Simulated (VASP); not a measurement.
# KF (P6_3/mmc) in VASP: further runs

Aim: see how the results for KF move with the level of theory and the settings. Levels: PBE, r2SCAN. Tasks: single point.

Program: VASP 6.6.1. These are calculated values, not measurements. Logs are shortened: lines on timing, memory, paths and dates and some standing lists are left out, and cuts for length are marked.

## Step 1: The cell of the first run

The structure is hexagonal, space group P6_3/mmc (No. 194). Conventional cell: a = 4.459 Å, b = 4.459 Å, c = 5.272 Å, α = 90.00°, β = 90.00°, γ = 120.00°. K (site symmetry -6m2) has 5 F at 2.57 to 2.64 Å within 3.4 Å. F (site symmetry -6m2) has 5 K at 2.57 to 2.64 Å within 3.4 Å.

## Step 2: Single point, PBE (biaxial xy strain -0.6%)

Contents of INCAR:

```
SYSTEM = KF
ALGO = Normal
EDIFF = 1E-6
ENCUT = 520
GGA = PE
ISIF = 2
ISMEAR = -1
LASPH = .True.
LCHARG = .False.
LREAL = .False.
LWAVE = .False.
NBANDS = 24
NELM = 60
PREC = Accurate
SIGMA = 0.02
```

Contents of KPOINTS:

```
k-points
0
Gamma
  6 6 6
  0 0 0
```

Contents of POSCAR:

```
KF
1.0
    4.4587043838      0.0000000000      0.0000000000
   -2.2293521919      3.8613512644      0.0000000000
    0.0000000000      0.0000000000      5.2716949983
K F
2 2
Direct
    0.3333333333      0.6666666667      0.2500000000
    0.6666666667      0.3333333333      0.7500000000
    0.6666666667      0.3333333333      0.2500000000
    0.3333333333      0.6666666667      0.7500000000
```

Potentials or basis: VASP PAW PBE potentials, release 64 (K_sv, F).

Started as:

```
> cat potpaw_PBE.64/K_sv/POTCAR potpaw_PBE.64/F/POTCAR > POTCAR
> mpirun -np 1 vasp_std > vasp.out
```

OUTCAR:

```text
SYSTEM = KF
   EDIFF = 1E-6
   ENCUT = 520
   GGA = PE
   ISIF = 2
   ISMEAR = -1
   LASPH = .True.
   LREAL = .False.
   NELM = 60
   PREC = Accurate

 ion  position               nearest neighbor table
   1  0.333  0.667  0.250-   3 2.57   3 2.57   3 2.57   4 2.64   4 2.64   2 3.68   2 3.68   2 3.68
                             2 3.68   2 3.68   2 3.68
   2  0.667  0.333  0.750-   4 2.57   4 2.57   4 2.57   3 2.64   3 2.64   1 3.68   1 3.68   1 3.68
                             1 3.68   1 3.68   1 3.68
   3  0.667  0.333  0.250-   1 2.57   1 2.57   1 2.57   2 2.64   2 2.64
   4  0.333  0.667  0.750-   2 2.57   2 2.57   2 2.57   1 2.64   1 2.64

  LATTYP: Found a hexagonal cell.
 ALAT       =     4.4587043838
 C/A-ratio  =     1.1823378597

  Lattice vectors:

 A1 = (   4.4587043838,   0.0000000000,   0.0000000000)
 A2 = (  -2.2293521919,   3.8613512644,   0.0000000000)
 A3 = (   0.0000000000,   0.0000000000,   5.2716949983)

Analysis of symmetry for initial positions (statically):
=====================================================================
 Subroutine PRICEL returns:
 Original cell was already a primitive cell.

 Routine SETGRP: Setting up the symmetry group for a
 hexagonal supercell.

 Subroutine GETGRP returns: Found 24 space group operations
 (whereof 12 operations were pure point group operations)
 out of a pool of 24 trial point group operations.

The static configuration has the point symmetry D_3d.
 The point group associated with its full space group is D_6h.

Analysis of symmetry for dynamics (positions and initial velocities):
=====================================================================
 Subroutine PRICEL returns:
 Original cell was already a primitive cell.

 Routine SETGRP: Setting up the symmetry group for a
 hexagonal supercell.

 Subroutine GETGRP returns: Found 24 space group operations
 (whereof 12 operations were pure point group operations)
 out of a pool of 24 trial point group operations.

The dynamic configuration has the point symmetry D_3d.
 The point group associated with its full space group is D_6h.

 Subroutine INISYM returns: Found 24 space group operations
 (whereof 12 operations are pure point group operations),
 and found     1 'primitive' translations

----------------------------------------------------------------------------------------

                                     Primitive cell

  volume of cell :      90.7608

  direct lattice vectors                    reciprocal lattice vectors
     4.458704384  0.000000000  0.000000000     0.224280399  0.129488349  0.000000000
    -2.229352192  3.861351264  0.000000000     0.000000000  0.258976698  0.000000000
     0.000000000  0.000000000  5.271694998     0.000000000  0.000000000  0.189692310

[... 87 lines left out ...]
   EDIFF  = 0.1E-05   stopping-criterion for ELM
   LREAL  =      F    real-space projection
   EDIFFG = 0.1E-04   stopping-criterion for IOM
   NSW    =      0    number of steps for IOM
   IBRION =     -1    ionic relax: 0-MD 1-quasi-New 2-CG
   NFREE  =      0    steps in history (QN), initial steepest desc. (CG)
   ISIF   =      2    stress and relaxation
   ISYM   =      2    0-nonsym 1-usesym 2-fastsym
   POTIM  = 0.5000    time-step for ionic-motion
   TEBEG  =    0.0;   TEEND  =   0.0 temperature during run
   PSTRESS=    0.0 pullay stress
   NELECT =      32.0000    total number of electrons
   NUPDOWN=      -1.0000    fix difference up-down
   EMIN   =  10.00;   EMAX   =-10.00  energy-range for DOS
   EFERMI =   0.00;   METHOD = LEGACY
   ISMEAR =    -1;   SIGMA  =   0.02  broadening in eV -4-tet -1-fermi 0-gaus
   EFERMI_NEDOS =   21; number of points for ismear=-14 and -15
   IALGO  =     38    algorithm
   IMIX   =      4    mixing-type and parameters
     AMIX     =   0.40;   BMIX     =  1.00
     AMIX_MAG =   1.60;   BMIX_MAG =  1.00
  volume/ion in A,a.u.               =      22.69       153.12
  Fermi-wavevector in a.u.,A,eV,Ry     =   1.156535  2.185534 18.198785  1.337573
  Thomas-Fermi vector in A             =   2.293154
   LORBIT       =      0    0 simple, 1 ext, 2 COOP (PROOUT), +10 PAW based schemes
   GGA     = PE    functional components
   LHFCALC =     F    Hartree Fock is set to
   AEXX    =    0.0000 exact exchange contribution
   IVDW    =     0    specifies the selected vdW correction
   LEPSILON=     F    determine dielectric tensor
   LRPA    =     F    only Hartree local field effects (RPA)
 non-spin polarized calculation
  energy-cutoff  :      520.00
  volume of cell :       90.76
 maximum number of plane-waves:      2458
 NGX is ok and might be reduce to    36
   NGX = 17   NGY = 17   NGZ = 19

 number of electron      32.0000006 magnetization

 Free energy of the ion-electron system (eV)
  ---------------------------------------------------
  ext. energy  EPLUGINS =         0.00000000
  ---------------------------------------------------
  free energy    TOTEN  =       -16.42442834 eV

  energy without entropy =      -16.42442834  energy(sigma->0) =      -16.42442834

 E-fermi :  -2.7923     XC(G=0):  -7.4620

 val. band max:       -3.3069200037   @ k =   0.0000   0.0000   0.0000
 cond. band min:       2.1040465087   @ k =   0.0000   0.0000   0.0000
 fundamental gap:      5.4109665124
 Fermi energy:        -2.7922649828

 k-point     1 :       0.0000    0.0000    0.0000
  band No.  band energies     occupation
      1     -29.4604      2.00000
      2     -29.3417      2.00000
      3     -21.9985      2.00000
      4     -21.9737      2.00000
      5     -13.2444      2.00000
      6     -13.0126      2.00000
[... 637 lines left out ...]
     23       8.4111      0.00000
     24       8.4111      0.00000

 [... further k-points ...]
[... 5 lines left out ...]
  --------------------------------------------------------------------------------------
  -------------------------------------------------------------------------------------
  Total        0.8682824      0.8682824      0.9872488      0.0000000     -0.0000000      0.0000000
  in kB       15.3275711     15.3275711     17.4276540      0.0000000     -0.0000000      0.0000000
  external PRESSURE =      16.0275987 kB  Pullay stress =       0.0000000 kB

 VOLUME and BASIS-vectors are now :
 -----------------------------------------------------------------------------
  energy-cutoff  :      520.00
  volume of cell :       90.76
      direct lattice vectors                 reciprocal lattice vectors
     4.458704384  0.000000000  0.000000000     0.224280399  0.129488349  0.000000000
    -2.229352192  3.861351264  0.000000000     0.000000000  0.258976698  0.000000000
     0.000000000  0.000000000  5.271694998     0.000000000  0.000000000  0.189692310

 POSITION                                       TOTAL-FORCE (eV/Angst)
 -----------------------------------------------------------------------------------
     -0.00000      2.57423      1.31792        -0.000000     -0.000000      0.000000
      2.22935      1.28712      3.95377         0.000000      0.000000      0.000000
      2.22935      1.28712      1.31792        -0.000000     -0.000000      0.000000
     -0.00000      2.57423      3.95377         0.000000      0.000000      0.000000
 -----------------------------------------------------------------------------------
    total drift:                               -0.000000      0.000000     -0.000000

  FREE ENERGIE OF THE ION-ELECTRON SYSTEM (eV)
  ---------------------------------------------------
  free  energy   TOTEN  =       -16.4244283435 eV

  energy  without entropy=      -16.4244283435  energy(sigma->0) =      -16.42442834
```

stdout:

```text
POSCAR found type information on POSCAR K F
 POSCAR found :  2 types and       4 ions
 scaLAPACK will be used
 LDA part: xc-table for (Slater+PW92), standard interpolation
 POSCAR, INCAR and KPOINTS ok, starting setup
 FFT: planning ... GRIDC
 FFT: planning ... GRID_SOFT
 FFT: planning ... GRID
 WAVECAR not read
 entering main loop
```

It took 51 s on 1 thread of Intel Xeon Platinum 8375C at 2.90GHz (Ice Lake), shared host; peak memory 0.23 GiB.

What came out:

```yaml
Free_energy: -16.4244 eV
Pressure: 1.6 GPa
Band_gap_on_the_k_mesh: 5.41 eV
```

Caveat: the cell differs from its parent crystal (biaxial xy strain -0.6%).

## Step 3: Single point, PBE (uniaxial z strain +1.1%)

Contents of INCAR:

```
  PREC = Accurate
  ENCUT = 520
  EDIFF = 1E-6
  ISMEAR = -1
  SIGMA = 0.02
  LREAL = F
  LASPH = T
  NELM = 100
  ALGO = Normal
  ISIF = 2
  LWAVE = F
  LCHARG = T
  GGA = PE
  LELF = T
  LVHAR = T
  NBANDS = 24
```

Contents of KPOINTS:

```
regular mesh
0
Gamma
  6 6 6
```

Contents of POSCAR:

```
KF
1.0
    4.4847157351      0.0000000000      0.0000000000
   -2.2423578675      3.8838777553      0.0000000000
    0.0000000000      0.0000000000      5.3302108128
K F
2 2
Direct
    0.3333333333      0.6666666667      0.2500000000
    0.6666666667      0.3333333333      0.7500000000
    0.6666666667      0.3333333333      0.2500000000
    0.3333333333      0.6666666667      0.7500000000
```

Potentials or basis: VASP PAW PBE potentials, release 64 (K_sv, F).

Started as:

```
> cat potpaw_PBE.64/K_sv/POTCAR potpaw_PBE.64/F/POTCAR > POTCAR
> mpirun -np 1 vasp_std > vasp.out
```

It took 68 s on 1 thread of Intel Xeon Platinum 8375C at 2.90GHz (Ice Lake), shared host; peak memory 0.23 GiB.

The run converged. Its results:

```
Free energy            : -16.4432 eV
Pressure               : 0.9 GPa
Band gap on the k mesh : 5.35 eV
```

Stress tensor (GPa, compression positive):
```
0.97 0.00 0.00
0.00 0.97 0.00
0.00 0.00 0.83
```

Levels at points of the mesh, in eV from the valence-band top:
```tsv
k point	band 14	band 15	band 16	band 17	band 18	band 19
(0.00, 0.00, 0.00)	-0.29	-0.17	0.00	5.35	9.81	10.49
(0.50, 0.00, 0.00)	-0.14	-0.10	-0.09	7.32	8.84	9.05
(0.00, 0.00, 0.50)	-0.32	-0.32	-0.32	6.95	6.95	10.92
(0.50, 0.00, 0.50)	-0.29	-0.16	-0.16	8.00	8.00	10.63
```

Caveat: the cell differs from its parent crystal (uniaxial z strain +1.1%).

## Step 4: Single point, r2SCAN (biaxial xy strain -0.6%)

Contents of POSCAR:

```
KF
1.0
    4.4587043838      0.0000000000      0.0000000000
   -2.2293521919      3.8613512644      0.0000000000
    0.0000000000      0.0000000000      5.2716949983
K F
2 2
Direct
    0.3333333333      0.6666666667      0.2500000000
    0.6666666667      0.3333333333      0.7500000000
    0.6666666667      0.3333333333      0.2500000000
    0.3333333333      0.6666666667      0.7500000000
```

Contents of INCAR.step1:

```
SYSTEM = KF
PREC = Accurate
ENCUT = 520
ISMEAR = 0
SIGMA = 0.01
LREAL = .FALSE.
LASPH = .TRUE.
NELM = 60
NBANDS = 24
GGA = PE
ALGO = Normal
EDIFF = 1E-4
LWAVE = .TRUE.
LCHARG = .FALSE.
```

Contents of INCAR.step2:

```
SYSTEM = KF
PREC = Accurate
ENCUT = 520
EDIFF = 1E-7
ISMEAR = 0
SIGMA = 0.01
LREAL = .FALSE.
LASPH = .TRUE.
NELM = 60
ALGO = Normal
ISIF = 2
LWAVE = .FALSE.
LCHARG = .FALSE.
METAGGA = R2SCAN
LMIXTAU = .TRUE.
NBANDS = 24
ISTART = 1
```

Contents of KPOINTS:

```
regular mesh
0
G
  6 6 6
  0 0 0
```

Started as:

```
> cat potpaw_PBE.64/K_sv/POTCAR potpaw_PBE.64/F/POTCAR > POTCAR
> cp INCAR.step1 INCAR
> mpirun -np 1 vasp_std > vasp.out
> cp INCAR.step2 INCAR
> mpirun -np 1 vasp_std > vasp.out
```

Run time: 3.8 min. Hardware: 1 thread of Intel Xeon Platinum 8375C at 2.90GHz (Ice Lake), shared host; peak memory 0.24 GiB.

The run converged. Its results:

```yaml
Free_energy: -29.6984 eV
Pressure: 0.3 GPa
Band_gap_on_the_k_mesh: 5.99 eV
```

Stress tensor (GPa, compression positive):
```
0.39 0.00 0.00
0.00 0.39 0.00
0.00 0.00 0.16
```

Levels at points of the mesh, in eV from the valence-band top:
```
           k point  band 14  band 15  band 16  band 17  band 18  band 19
(0.00, 0.00, 0.00)    -0.29    -0.15     0.00     5.99    10.78    11.32
(0.50, 0.00, 0.00)    -0.12    -0.10    -0.08     7.82     9.46    10.07
(0.00, 0.00, 0.50)    -0.33    -0.33    -0.33     7.62     7.62    11.80
(0.50, 0.00, 0.50)    -0.30    -0.16    -0.16     8.56     8.56    11.65
```

Caveat: the cell differs from its parent crystal (biaxial xy strain -0.6%); the PAW data sets were made with another functional, which shifts forces and pressure a little. A k mesh can miss the band edges.

## Step 5: Single point, r2SCAN (uniaxial z strain +1.1%)

Contents of POSCAR:

```
KF
1.0
    4.4847157351      0.0000000000      0.0000000000
   -2.2423578675      3.8838777553      0.0000000000
    0.0000000000      0.0000000000      5.3302108128
K F
2 2
Direct
    0.3333333333      0.6666666667      0.2500000000
    0.6666666667      0.3333333333      0.7500000000
    0.6666666667      0.3333333333      0.2500000000
    0.3333333333      0.6666666667      0.7500000000
```

Contents of INCAR.step1:

```
PREC = Accurate
ENCUT = 520
ISMEAR = 0
SIGMA = 0.01
LREAL = False
LASPH = True
NELM = 100
NBANDS = 24
GGA = PE
ALGO = Normal
EDIFF = 1E-4
LWAVE = True
LCHARG = False
```

Contents of INCAR.step2:

```
PREC = Accurate
ENCUT = 520
EDIFF = 1E-6
ISMEAR = 0
SIGMA = 0.01
LREAL = False
LASPH = True
NELM = 100
ALGO = Normal
ISIF = 2
LWAVE = False
LCHARG = False
METAGGA = R2SCAN
LMIXTAU = True
NBANDS = 24
ISTART = 1
```

Contents of KPOINTS:

```
regular mesh
0
Gamma
  6 6 6
```

Potentials or basis: VASP PAW PBE potentials, release 64 (K_sv, F).

Started as:

```
> cat potpaw_PBE.64/K_sv/POTCAR potpaw_PBE.64/F/POTCAR > POTCAR
> cp INCAR.step1 INCAR
> mpirun -np 1 vasp_std > vasp.out
> cp INCAR.step2 INCAR
> mpirun -np 1 vasp_std > vasp.out
```

OUTCAR:

```text
PREC = Accurate
   ENCUT = 520
   EDIFF = 1E-6
   ISMEAR = 0
   LREAL = False
   LASPH = True
   NELM = 100
   ISIF = 2
   METAGGA = R2SCAN
   ISTART = 1

 ion  position               nearest neighbor table
   1  0.333  0.667  0.250-   3 2.59   3 2.59   3 2.59   4 2.67   4 2.67   2 3.72   2 3.72   2 3.72
                             2 3.72   2 3.72   2 3.72
   2  0.667  0.333  0.750-   4 2.59   4 2.59   4 2.59   3 2.67   3 2.67   1 3.72   1 3.72   1 3.72
                             1 3.72   1 3.72   1 3.72
   3  0.667  0.333  0.250-   1 2.59   1 2.59   1 2.59   2 2.67   2 2.67
[... 848 lines left out ...]
 [... further k-points ...]
[... 5 lines left out ...]
  --------------------------------------------------------------------------------------
  -------------------------------------------------------------------------------------
  Total       -0.0785866     -0.0785866     -0.4040428     -0.0000000      0.0000000      0.0000000
  in kB       -1.3561709     -1.3561709     -6.9725732     -0.0000000      0.0000000      0.0000000
  external PRESSURE =      -3.2283050 kB  Pullay stress =       0.0000000 kB

 VOLUME and BASIS-vectors are now :
 -----------------------------------------------------------------------------
  energy-cutoff  :      520.00
  volume of cell :       92.84
      direct lattice vectors                 reciprocal lattice vectors
     4.484715735  0.000000000  0.000000000     0.222979573  0.128737317  0.000000000
    -2.242357867  3.883877755  0.000000000     0.000000000  0.257474633  0.000000000
     0.000000000  0.000000000  5.330210813     0.000000000  0.000000000  0.187609840

 POSITION                                       TOTAL-FORCE (eV/Angst)
 -----------------------------------------------------------------------------------
     -0.00000      2.58925      1.33255        -0.000000     -0.000000     -0.000000
      2.24236      1.29463      3.99766         0.000000      0.000000     -0.000000
      2.24236      1.29463      1.33255        -0.000000      0.000000      0.000000
     -0.00000      2.58925      3.99766         0.000000      0.000000      0.000000
 -----------------------------------------------------------------------------------
    total drift:                               -0.000000      0.000000     -0.000000

  FREE ENERGIE OF THE ION-ELECTRON SYSTEM (eV)
  ---------------------------------------------------
  free  energy   TOTEN  =       -29.6998683979 eV

  energy  without entropy=      -29.6998683979  energy(sigma->0) =      -29.69986840
```

OUTCAR.step1:

```text
PREC = Accurate
   ENCUT = 520
   ISMEAR = 0
   LREAL = False
   LASPH = True
[... 881 lines left out ...]
     -0.00000      2.58925      1.33255         0.000000     -0.000000      0.000000
      2.24236      1.29463      3.99766        -0.000000      0.000000      0.000000
      2.24236      1.29463      1.33255        -0.000000     -0.000000      0.000000
     -0.00000      2.58925      3.99766         0.000000      0.000000      0.000000
 -----------------------------------------------------------------------------------
    total drift:                               -0.000000      0.000000     -0.000000

  FREE ENERGIE OF THE ION-ELECTRON SYSTEM (eV)
  ---------------------------------------------------
  free  energy   TOTEN  =       -16.4432036261 eV

  energy  without entropy=      -16.4432036261  energy(sigma->0) =      -16.44320363
```

It took 3 min on 1 thread of Intel Xeon Platinum 8375C at 2.90GHz (Ice Lake), shared host; peak memory 0.25 GiB.

What came out:

```
Free energy            : -29.6999 eV
Pressure               : -0.3 GPa
Band gap on the k mesh : 5.94 eV
```

Levels at points of the mesh, in eV from the valence-band top:
```tsv
k point	band 12	band 13	band 14	band 15	band 16	band 17	band 18	band 19	band 20	band 21
(0.00, 0.00, 0.00)	-0.29	-0.28	-0.28	-0.16	0.00	5.94	10.66	11.27	11.27	11.54
(0.50, 0.00, 0.00)	-0.32	-0.17	-0.13	-0.09	-0.09	7.78	9.41	9.92	10.32	11.82
(0.00, 0.00, 0.50)	-0.44	-0.31	-0.31	-0.31	-0.31	7.55	7.55	11.73	11.73	11.73
(0.50, 0.00, 0.50)	-0.58	-0.28	-0.28	-0.15	-0.15	8.50	8.50	11.48	11.48	11.77
```

Caveat: the cell differs from its parent crystal (uniaxial z strain +1.1%); the PAW data sets were made with another functional, which shifts forces and pressure a little. A k mesh can miss the band edges.

## Step 6: The runs side by side

```csv
level,cell,smearing,gap on the mesh (eV),pressure (GPa)
PBE,"a = 4.459, b = 4.459, c = 5.272 Å, angles 90.0, 90.0, 120.0°, 4 atoms",fermi-dirac 0.02 eV,5.41,1.6
PBE,"a = 4.485, b = 4.485, c = 5.330 Å, angles 90.0, 90.0, 120.0°, 4 atoms",fermi-dirac 0.02 eV,5.35,0.9
r2SCAN,"a = 4.459, b = 4.459, c = 5.272 Å, angles 90.0, 90.0, 120.0°, 4 atoms",gaussian 0.01 eV,5.99,0.3
r2SCAN,"a = 4.485, b = 4.485, c = 5.330 Å, angles 90.0, 90.0, 120.0°, 4 atoms",gaussian 0.01 eV,5.94,-0.3
```

Alike in all rows: task single point; potentials or basis VASP PAW PBE potentials, release 64 (K_sv, F); no spin polarisation; k mesh 6 × 6 × 6; cutoff (eV) 520.

Caveats: the PAW data sets were made with another functional, which shifts forces and pressure a little (at least some runs).

Total energies depend on the potentials used, so only differences within one code and one set of settings carry meaning.
